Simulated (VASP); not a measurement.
# GeSbTe3 (P6/mmm) in VASP: further runs

GeSbTe3 is run at these levels: PBE; tasks: single point, relaxation of cell and atoms.

All numbers are computed with VASP 6.6.1; they aren't measurements. Logs are shortened: lines on timing, memory, paths and dates and some standing lists are left out, and cuts for length are marked.

## Step 1: The cell of the first run

It takes space group P6/mmm (No. 191, hexagonal). Conventional cell: a = 6.424 Å, b = 6.424 Å, c = 5.540 Å, α = 90.00°, β = 90.00°, γ = 120.00°. Ge (site symmetry 6/mmm) has 2 Sb at 2.77 Å within 3.7 Å. Sb (site symmetry 6/mmm) has 2 Ge at 2.77 Å and 6 Te at 3.21 Å within 3.7 Å. Te (site symmetry mmm) has 4 Te at 3.21 Å and 2 Sb at 3.21 Å within 4.2 Å.

## Step 2: Single point, PBE

INCAR reads:

```
SYSTEM = GeSbTe3
PREC = Accurate
ENCUT = 520
EDIFF = 1E-6
ISMEAR = 0
SIGMA = 0.1
LREAL = .FALSE.
LASPH = .TRUE.
NELM = 100
ALGO = Normal
ISIF = 2
LWAVE = .FALSE.
LCHARG = .FALSE.
GGA = PE
NBANDS = 26
```

KPOINTS reads:

```
regular mesh
0
G
  6 6 8
  0 0 0
```

POSCAR reads:

```
GeSbTe3
1.0
    6.4235097841      0.0000000000      0.0000000000
   -3.2117548920      5.5629226545      0.0000000000
    0.0000000000      0.0000000000      5.5403070461
Ge Sb Te
1 1 3
Direct
    0.0000000000      0.0000000000      0.5000000000
    0.0000000000      0.0000000000      0.0000000000
    0.5000000000      0.0000000000      0.0000000000
    0.0000000000      0.5000000000      0.0000000000
    0.5000000000      0.5000000000      0.0000000000
```

Potentials or basis: VASP PAW PBE potentials, release 64 (Ge_d, Sb, Te).

Run with:

```
> cat potpaw_PBE.64/Ge_d/POTCAR potpaw_PBE.64/Sb/POTCAR potpaw_PBE.64/Te/POTCAR > POTCAR
> mpirun -np 1 vasp_std > vasp.out
```

OUTCAR:

```text
SYSTEM = GeSbTe3
   PREC = Accurate
   ENCUT = 520
   EDIFF = 1E-6
   ISMEAR = 0
   LREAL = .FALSE.
   LASPH = .TRUE.
   NELM = 100
   ISIF = 2
   GGA = PE

 ion  position               nearest neighbor table
   1  0.000  0.000  0.500-   2 2.77   2 2.77
   2  0.000  0.000  0.000-   1 2.77   1 2.77   4 3.21   4 3.21   3 3.21   3 3.21   5 3.21   5 3.21

   3  0.500  0.000  0.000-   5 3.21   5 3.21   2 3.21   2 3.21   4 3.21   4 3.21
   4  0.000  0.500  0.000-   2 3.21   2 3.21   5 3.21   5 3.21   3 3.21   3 3.21
   5  0.500  0.500  0.000-   3 3.21   3 3.21   4 3.21   4 3.21   2 3.21   2 3.21

  LATTYP: Found a hexagonal cell.
 ALAT       =     6.4235097841
 C/A-ratio  =     0.8625046481

  Lattice vectors:

 A1 = (   6.4235097841,   0.0000000000,   0.0000000000)
 A2 = (  -3.2117548920,   5.5629226545,   0.0000000000)
 A3 = (   0.0000000000,   0.0000000000,   5.5403070461)

Analysis of symmetry for initial positions (statically):
=====================================================================
 Subroutine PRICEL returns:
 Original cell was already a primitive cell.

 Routine SETGRP: Setting up the symmetry group for a
 hexagonal supercell.

 Subroutine GETGRP returns: Found 24 space group operations
 (whereof 24 operations were pure point group operations)
 out of a pool of 24 trial point group operations.

The static configuration has the point symmetry D_6h.

Analysis of symmetry for dynamics (positions and initial velocities):
=====================================================================
 Subroutine PRICEL returns:
 Original cell was already a primitive cell.

 Routine SETGRP: Setting up the symmetry group for a
 hexagonal supercell.

 Subroutine GETGRP returns: Found 24 space group operations
 (whereof 24 operations were pure point group operations)
 out of a pool of 24 trial point group operations.

The dynamic configuration has the point symmetry D_6h.

 Subroutine INISYM returns: Found 24 space group operations
 (whereof 24 operations are pure point group operations),
 and found     1 'primitive' translations

----------------------------------------------------------------------------------------

                                     Primitive cell

  volume of cell :     197.9745

  direct lattice vectors                    reciprocal lattice vectors
     6.423509784  0.000000000  0.000000000     0.155678131  0.089880811  0.000000000
    -3.211754892  5.562922655  0.000000000     0.000000000  0.179761622  0.000000000
     0.000000000  0.000000000  5.540307046     0.000000000  0.000000000  0.180495411

  length of vectors
     6.423509784  6.423509784  5.540307046     0.179761622  0.179761622  0.180495411

  position of ions in fractional coordinates (direct lattice)
     0.000000000  0.000000000  0.500000000
     0.000000000  0.000000000  0.000000000
     0.500000000  0.000000000  0.000000000
     1.000000000  0.500000000  0.000000000
     0.500000000  0.500000000  0.000000000

  ion indices of the primitive-cell ions
   primitive index   ion index
                 1           1
                 2           2
                 3           3
                 4           4
                 5           5

----------------------------------------------------------------------------------------

 KPOINTS: regular mesh

Automatic generation of k-mesh.
 Grid dimensions read from file:
 generate k-points for:    6    6    8

 Generating k-lattice:

  Cartesian coordinates                     Fractional coordinates (reciprocal lattice)
     0.025946355  0.014980135  0.000000000     0.166666667  0.000000000  0.000000000
     0.000000000  0.029960270  0.000000000     0.000000000  0.166666667  0.000000000
     0.000000000  0.000000000  0.022561926     0.000000000  0.000000000  0.125000000

  Length of vectors
     0.029960270  0.029960270  0.022561926

  Shift w.r.t. Gamma in fractional coordinates (k-lattice)
     0.000000000  0.000000000  0.000000000

 Subroutine IBZKPT returns following result:
 ===========================================

 Found     35 irreducible k-points:

 Following reciprocal coordinates:
            Coordinates               Weight
  0.000000  0.000000  0.000000      1.000000
  0.166667  0.000000  0.000000      6.000000
  0.333333 -0.000000  0.000000      6.000000
  0.500000  0.000000  0.000000      3.000000
  0.166667  0.166667  0.000000      6.000000
  0.333333  0.166667  0.000000     12.000000
[... 16 lines left out ...]
  0.166667  0.000000  0.375000     12.000000
  0.333333 -0.000000  0.375000     12.000000
 [... further k-points ...]
   k-points           NKPTS =     35   k-points in BZ     NKDIM =     35   number of bands    NBANDS=     26
   number of dos      NEDOS =    301   number of ions     NIONS =      5
   total plane-waves  NPLWV =  96768
   dimension x,y,z NGX =    48 NGY =   48 NGZ =   42
   dimension x,y,z NGXF=    96 NGYF=   96 NGZF=   84
   ions per type =               1   1   3
   NGX,Y,Z   is equivalent  to a cutoff of  12.42, 12.42, 12.60 a.u.
   NGXF,Y,Z  is equivalent  to a cutoff of  24.85, 24.85, 25.21 a.u.
 SYSTEM =  GeSbTe3
   PREC   = accura    normal or accurate (medium, high low for compatibility)
   ISTART =      0    job   : 0-new  1-cont  2-samecut
   ICHARG =      2    charge: 1-file 2-atom 10-const
   ISPIN  =      1    spin polarized calculation?
   LNONCOLLINEAR =      F non collinear calculations
   LSORBIT =      F    spin-orbit coupling
   LASPH  =      T    aspherical Exc in radial PAW
   ENCUT  =  520.0 eV  38.22 Ry    6.18 a.u.  11.94 11.94 10.30*2*pi/ulx,y,z
   NELM   =    100;   NELMIN=  2; NELMDL= -5     # of ELM steps
   EDIFF  = 0.1E-05   stopping-criterion for ELM
   LREAL  =      F    real-space projection
   EDIFFG = 0.1E-04   stopping-criterion for IOM
   NSW    =      0    number of steps for IOM
   IBRION =     -1    ionic relax: 0-MD 1-quasi-New 2-CG
   NFREE  =      0    steps in history (QN), initial steepest desc. (CG)
   ISIF   =      2    stress and relaxation
   ISYM   =      2    0-nonsym 1-usesym 2-fastsym
   POTIM  = 0.5000    time-step for ionic-motion
   TEBEG  =    0.0;   TEEND  =   0.0 temperature during run
   PSTRESS=    0.0 pullay stress
   NELECT =      37.0000    total number of electrons
   NUPDOWN=      -1.0000    fix difference up-down
   EMIN   =  10.00;   EMAX   =-10.00  energy-range for DOS
   EFERMI =   0.00;   METHOD = LEGACY
   ISMEAR =     0;   SIGMA  =   0.10  broadening in eV -4-tet -1-fermi 0-gaus
   EFERMI_NEDOS =   21; number of points for ismear=-14 and -15
   IALGO  =     38    algorithm
   IMIX   =      4    mixing-type and parameters
     AMIX     =   0.40;   BMIX     =  1.00
     AMIX_MAG =   1.60;   BMIX_MAG =  1.00
  volume/ion in A,a.u.               =      39.59       267.20
  Fermi-wavevector in a.u.,A,eV,Ry     =   0.935992  1.768769 11.919816  0.876082
  Thomas-Fermi vector in A             =   2.062956
   LORBIT       =      0    0 simple, 1 ext, 2 COOP (PROOUT), +10 PAW based schemes
   GGA     = PE    functional components
   LHFCALC =     F    Hartree Fock is set to
   AEXX    =    0.0000 exact exchange contribution
   IVDW    =     0    specifies the selected vdW correction
   LEPSILON=     F    determine dielectric tensor
   LRPA    =     F    only Hartree local field effects (RPA)
 non-spin polarized calculation
 Gauss-broadening in eV      SIGMA  =   0.10
  energy-cutoff  :      520.00
  volume of cell :      197.97
 maximum number of plane-waves:      5364
 NGX is ok and might be reduce to    48
   NGX = 23   NGY = 23   NGZ = 21

 number of electron      37.0000004 magnetization

 Free energy of the ion-electron system (eV)
  ---------------------------------------------------
  ext. energy  EPLUGINS =         0.00000000
  ---------------------------------------------------
  free energy    TOTEN  =       -15.20721203 eV

  energy without entropy =      -15.19121733  energy(sigma->0) =      -15.19921468

 E-fermi :   3.4794     XC(G=0):  -8.0161

 val. band max:        3.4371890443   @ k =   0.3333   0.1667   0.1250
 cond. band min:       3.5064950411   @ k =   0.5000   0.0000   0.3750
 fundamental gap:      0.0693059968
 Fermi energy:         3.4794225079

 k-point     1 :       0.0000    0.0000    0.0000
  band No.  band energies     occupation
      1     -22.0133      2.00000
      2     -22.0133      2.00000
      3     -21.8979      2.00000
      4     -21.8979      2.00000
      5     -21.8753      2.00000
      6      -9.2981      2.00000
[... 18 lines left out ...]
     25       7.8133      0.00000
     26       8.2934      0.00000

 k-point     2 :       0.1667    0.0000    0.0000
  band No.  band energies     occupation
      1     -22.0133      2.00000
      2     -22.0133      2.00000
      3     -21.8979      2.00000
      4     -21.8979      2.00000
      5     -21.8753      2.00000
      6      -9.1742      2.00000
[... 18 lines left out ...]
     25       7.9822      0.00000
     26       8.0405      0.00000

 k-point     3 :       0.3333   -0.0000    0.0000
  band No.  band energies     occupation
      1     -22.0133      2.00000
      2     -22.0133      2.00000
      3     -21.8979      2.00000
      4     -21.8979      2.00000
      5     -21.8753      2.00000
      6      -8.8081      2.00000
[... 18 lines left out ...]
     25       7.9708      0.00000
     26       8.6098      0.00000

 k-point     4 :       0.5000    0.0000    0.0000
  band No.  band energies     occupation
      1     -22.0133      2.00000
      2     -22.0133      2.00000
      3     -21.8979      2.00000
      4     -21.8979      2.00000
      5     -21.8753      2.00000
      6      -8.2999      2.00000
[... 18 lines left out ...]
     25       8.1846      0.00000
     26       9.0210      0.00000
[... 496 lines left out ...]
      1     -22.0133      2.00000
      2     -22.0133      2.00000
      3     -21.8981      2.00000
      4     -21.8981      2.00000
      5     -21.8758      2.00000
      6      -9.2293      2.00000
[... 18 lines left out ...]
     25       8.1218      0.00000
     26       8.1218      0.00000

 k-point    23 :       0.1667    0.0000    0.3750
  band No.  band energies     occupation
      1     -22.0133      2.00000
      2     -22.0133      2.00000
      3     -21.8981      2.00000
      4     -21.8981      2.00000
      5     -21.8758      2.00000
      6      -9.1056      2.00000
[... 18 lines left out ...]
     25       7.8196      0.00000
     26       8.2567      0.00000

 k-point    24 :       0.3333   -0.0000    0.3750
  band No.  band energies     occupation
      1     -22.0133      2.00000
      2     -22.0133      2.00000
      3     -21.8981      2.00000
      4     -21.8981      2.00000
      5     -21.8758      2.00000
      6      -8.7424      2.00000
[... 18 lines left out ...]
     25       7.1586      0.00000
     26       8.6603      0.00000

 [... further k-points ...]

------------------------ aborting loop because EDIFF is reached ----------------------------------------

  FORCE on cell =-STRESS in cart. coord.  units (eV):
  Direction    XX          YY          ZZ          XY          YZ          ZX
  --------------------------------------------------------------------------------------
  -------------------------------------------------------------------------------------
  Total       -0.0523108     -0.0523108     -0.0261795     -0.0000000      0.0000000     -0.0000000
  in kB       -0.4233434     -0.4233434     -0.2118669     -0.0000000      0.0000000     -0.0000000
  external PRESSURE =      -0.3528512 kB  Pullay stress =       0.0000000 kB

 VOLUME and BASIS-vectors are now :
 -----------------------------------------------------------------------------
  energy-cutoff  :      520.00
  volume of cell :      197.97
      direct lattice vectors                 reciprocal lattice vectors
     6.423509784  0.000000000  0.000000000     0.155678131  0.089880811  0.000000000
    -3.211754892  5.562922655  0.000000000     0.000000000  0.179761622  0.000000000
     0.000000000  0.000000000  5.540307046     0.000000000  0.000000000  0.180495411

 POSITION                                       TOTAL-FORCE (eV/Angst)
 -----------------------------------------------------------------------------------
      0.00000      0.00000      2.77015         0.000000      0.000000      0.000000
      0.00000      0.00000      0.00000        -0.000000      0.000000      0.000000
      3.21175      0.00000      0.00000        -0.000000      0.000000      0.000000
     -1.60588      2.78146      0.00000         0.000000      0.000000      0.000000
      1.60588      2.78146      0.00000        -0.000000      0.000000      0.000000
 -----------------------------------------------------------------------------------
    total drift:                               -0.000000      0.000000      0.000000

  FREE ENERGIE OF THE ION-ELECTRON SYSTEM (eV)
  ---------------------------------------------------
  free  energy   TOTEN  =       -15.2072120296 eV

  energy  without entropy=      -15.1912173260  energy(sigma->0) =      -15.19921468
```

Wall time 1.7 min (1 thread of Intel Xeon 6975P-C (Granite Rapids), shared host); peak memory 0.41 GiB.

Results:

```
Free energy : -15.2072 eV
Pressure    : 0.0 GPa
```

Caveat: spin-orbit coupling is left out, which moves the levels of the heavy elements.

## Step 3: Relaxation of cell and atoms, PBE

This run uses another cell than the first one, of 39.04 Å³/atom, 0.986 times its volume.

INCAR reads:

```
SYSTEM = GeSbTe3
ALGO = Normal
EDIFF = 1E-6
EDIFFG = -0.01
ENCUT = 600
GGA = PE
IBRION = 2
ISIF = 3
ISMEAR = 0
LASPH = .TRUE.
LCHARG = .FALSE.
LREAL = .FALSE.
LWAVE = .FALSE.
NELM = 100
NSW = 100
PREC = Accurate
SIGMA = 0.1
```

KPOINTS reads:

```
k-points
0
G
  6 6 8
  0 0 0
```

POSCAR: that of step 2 with these lines changed.

```diff
@@ -2,5 +2,5 @@
 1.0
-    6.4235097841      0.0000000000      0.0000000000
-   -3.2117548920      5.5629226545      0.0000000000
-    0.0000000000      0.0000000000      5.5403070461
+    6.4377837724      0.0000000000      0.0000000000
+   -3.2188918862      5.5752842910      0.0000000000
+    0.0000000000      0.0000000000      5.4381974766
 Ge Sb Te
```

Potentials or basis: VASP PAW PBE potentials, release 64 (Ge_d, Sb, Te).

Run with:

```
> cat potpaw_PBE.64/Ge_d/POTCAR potpaw_PBE.64/Sb/POTCAR potpaw_PBE.64/Te/POTCAR > POTCAR
> mpirun -np 1 vasp_std > vasp.out
```

Wall time 8.7 min (1 thread of Intel Xeon 6975P-C (Granite Rapids), shared host); peak memory 0.53 GiB.

The run converged. Its results:

```yaml
Free_energy: -15.2072 eV
Relaxed_volume: 39.55 Å³/atom
Relaxed_cell: a = 6.421 Å, b = 6.421 Å, c = 5.539 Å, α = 90.00°, β = 90.00°, γ = 120.00°
Space_group_after_relaxing_to_0.05_Å: P6/mmm (No. 191)
Energy_gained_by_relaxing: 2.1 meV/atom
Ionic_steps: 6
Pressure_after_relaxing: 0.0 GPa
```

Step by step:
```
step  energy change (eV)  largest force (eV/Å)  pressure (GPa)  volume (Å³)
   1              0.0000                0.0000            0.17       195.19
   2             -0.0084                0.0000            0.12       196.34
   3             -0.0103                0.0000            0.09       197.15
   4             -0.0103                0.0000            0.11       197.19
   5             -0.0105                0.0000           -0.05       198.11
   6             -0.0105                0.0000            0.02       197.76
```

Final structure:
```
Ge Sb Te
1.0
     6.42092    0.00000    0.00000
    -3.21046    5.56068    0.00000
     0.00000    0.00000    5.53873
Ge Sb Te
1 1 3
Direct
  0.00000 0.00000 0.50000
  0.00000 0.00000 0.00000
  0.50000 0.00000 0.00000
  0.00000 0.50000 0.00000
  0.50000 0.50000 0.00000
```

Levels at points of the mesh, in eV from the Fermi level:
| k point | band 15 | band 16 | band 17 | band 18 | band 19 | band 20 | band 21 | band 22 |
| --- | --- | --- | --- | --- | --- | --- | --- | --- |
| (0.00, 0.00, 0.00) | -1.70 | -0.26 | -0.26 | 0.37 | 0.37 | 1.36 | 2.11 | 2.11 |
| (0.50, 0.00, 0.00) | -1.72 | -1.65 | -1.08 | -0.97 | -0.85 | -0.40 | 0.49 | 1.02 |
| (0.00, 0.00, 0.50) | -0.59 | -0.59 | -0.27 | -0.27 | 1.38 | 1.45 | 1.57 | 1.83 |
| (0.50, 0.00, 0.50) | -1.60 | -1.45 | -1.28 | -1.01 | -0.52 | 0.78 | 0.86 | 1.33 |

Caveat: spin-orbit coupling is left out, which moves the levels of the heavy elements.

## Step 4: Single point, PBE

This run uses another cell than the first one, of 37.53 Å³/atom, 0.948 times its volume.

INCAR reads:

```
PREC = Accurate
ENCUT = 520
EDIFF = 1E-7
ISMEAR = 0
SIGMA = 0.1
LREAL = F
LASPH = T
NELM = 100
ALGO = Normal
ISIF = 2
LWAVE = F
LCHARG = F
GGA = PE
NBANDS = 26
```

KPOINTS reads:

```
regular mesh
0
Gamma
  6 6 4
```

POSCAR: that of step 3 with these lines changed.

```diff
@@ -2,5 +2,5 @@
 1.0
-    6.4377837724      0.0000000000      0.0000000000
-   -3.2188918862      5.5752842910      0.0000000000
-    0.0000000000      0.0000000000      5.4381974766
+    5.6584868500      0.0000000000      0.0000000000
+   -2.8292434300      4.9003933600      0.0000000000
+    0.0000000000      0.0000000000      6.7673330900
 Ge Sb Te
```

Run with:

```
> cat potpaw_PBE.64/Ge_d/POTCAR potpaw_PBE.64/Sb/POTCAR potpaw_PBE.64/Te/POTCAR > POTCAR
> mpirun -np 1 vasp_std > vasp.out
```

Wall time 85 s (1 thread of Intel Xeon 6975P-C (Granite Rapids), shared host); peak memory 0.34 GiB.

The run converged. Its results:

```yaml
Free_energy: -11.0711 eV
Pressure: 14.6 GPa
```

Stress tensor (GPa, compression positive):
```
24.60  0.00  0.00
 0.00 24.60  0.00
 0.00  0.00 -5.27
```

Levels at points of the mesh, in eV from the Fermi level:
| k point | band 16 | band 17 | band 18 | band 19 | band 20 | band 21 |
| --- | --- | --- | --- | --- | --- | --- |
| (0.00, 0.00, 0.00) | -0.53 | -0.53 | 0.38 | 0.38 | 2.57 | 2.83 |
| (0.50, 0.00, 0.00) | -2.19 | -1.14 | -0.84 | -0.46 | -0.08 | 0.22 |
| (0.00, 0.00, 0.50) | -0.59 | -0.09 | 0.14 | 0.14 | 0.34 | 2.57 |
| (0.50, 0.00, 0.50) | -2.17 | -1.21 | -0.45 | -0.18 | 0.20 | 0.28 |

Caveat: spin-orbit coupling is left out, which moves the levels of the heavy elements.

## Step 5: Overview

```csv
task,cell,k mesh,cutoff (eV),gap on the mesh (eV),pressure (GPa)
single point,"a = 6.424, b = 6.424, c = 5.540 Å, angles 90.0, 90.0, 120.0°, 5 atoms",6 × 6 × 8,520,none,0.0
relaxation of cell and atoms,"relaxed from a = 6.438, b = 6.438, c = 5.438 Å, angles 90.0, 90.0, 120.0°, 5 atoms",6 × 6 × 8,600,none,0.0
single point,"a = 5.658, b = 5.658, c = 6.767 Å, angles 90.0, 90.0, 120.0°, 5 atoms",6 × 6 × 4,520,none,14.6
```

Alike in all rows: level PBE; potentials or basis VASP PAW PBE potentials, release 64 (Ge_d, Sb, Te); no spin polarisation; smearing gaussian 0.1 eV.

Caveats: spin-orbit coupling is left out, which moves the levels of the heavy elements.

Total energies depend on the potentials used, so only differences within one code and one set of settings carry meaning.
